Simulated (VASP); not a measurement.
Input of a VASP 6.6.1 run:

Contents of INCAR:

```
PREC = Accurate
ENCUT = 450
EDIFF = 1E-7
ISMEAR = -1
SIGMA = 0.05
LREAL = False
LASPH = True
NELM = 120
ALGO = Normal
ISIF = 2
LWAVE = False
LCHARG = False
GGA = PS
IVDW = 12
IBRION = 2
NSW = 45
EDIFFG = -0.05
GGA_COMPAT = False
NELMIN = 4
KPAR = 2
NCORE = 2
```

The input KPOINTS:

```
Automatic mesh
0
Gamma
  2 2 2
```

POSCAR

```
Sn
1.0
    0.0000000000      6.4666800000      6.4666800000
    6.4666800000      0.0000000000      6.4666800000
    6.4666800000      6.4666800000      0.0000000000
Sn
15
Direct
    0.1250000000      0.1250000000      0.1250000000
    0.0000000000      0.0000000000      0.5000000000
    0.1250000000      0.1250000000      0.6250000000
    0.0000000000      0.5000000000      0.0000000000
    0.1250000000      0.6250000000      0.1250000000
    0.0000000000      0.5000000000      0.5000000000
    0.1250000000      0.6250000000      0.6250000000
    0.5000000000      0.0000000000      0.0000000000
    0.6250000000      0.1250000000      0.1250000000
    0.5000000000      0.0000000000      0.5000000000
    0.6250000000      0.1250000000      0.6250000000
    0.5000000000      0.5000000000      0.0000000000
    0.6250000000      0.6250000000      0.1250000000
    0.5000000000      0.5000000000      0.5000000000
    0.6250000000      0.6250000000      0.6250000000
```

Potentials or basis: VASP PAW PBE potentials, release 64 (Sn_d).

Run with:

```sh
$ cat potpaw_PBE.64/Sn_d/POTCAR > POTCAR
$ mpirun -np 4 vasp_std > vasp.out
```

Estimate the energy gained by relaxing.

11.6 meV/atom.

Estimate the dispersion energy per atom.

-0.312 eV.

Forces on the atoms (eV/Å):
```
Sn  -0.005 -0.005 -0.005
Sn   0.000  0.000 -0.013
Sn   0.005  0.005 -0.005
Sn   0.000 -0.013  0.000
Sn   0.005 -0.005  0.005
Sn   0.013  0.000  0.000
Sn  -0.027  0.027  0.027
Sn  -0.013  0.000  0.000
Sn  -0.005  0.005  0.005
Sn   0.000  0.013  0.000
Sn   0.027 -0.027  0.027
Sn   0.000  0.000  0.013
Sn   0.027  0.027 -0.027
Sn   0.000  0.000  0.000
Sn  -0.027 -0.027 -0.027
```

Caveat: the k points lie up to 0.42 Å⁻¹ apart; the PAW data sets were made with another functional, which shifts forces and pressure a little; the relaxation stopped at a loose force limit of 0.05 eV/Å, so its end isn't a converged minimum.
